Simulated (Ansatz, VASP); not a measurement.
## Pb: VASP beside Ansatz

```
Pb
1.0
     3.46836    0.00000    0.00000
    -1.73418    3.00369    0.00000
     0.00000    0.00000    5.57130
Pb
2
Direct
  0.33333 0.66667 0.25000
  0.66667 0.33333 0.75000
```

Change from the starting cell: volume scaled by 0.99.

Alike in both runs: task single point; functional PBEsol; k mesh 14 × 14 × 8; occupations fermi-dirac, width 0.08 eV; no spin polarisation.

|  | VASP | Ansatz |
| --- | --- | --- |
| version | VASP 6.6.1 | Ansatz 0.2.0 |
| potentials or method | VASP PAW PBE potentials, release 64 (Pb_d), cutoff 520 eV | all-electron LAPW, scalar-relativistic |

```csv
,VASP,Ansatz,Ansatz less VASP
pressure (GPa),1.4,1.5,+0.08
"traceless stress, the component that is largest in VASP (GPa)",1.29,1.29,+0.006
```

VASP's potentials were made for PBE, not for PBEsol. Ansatz ran all-electron here, and VASP with PAW potentials.

Spin-orbit coupling is off throughout.
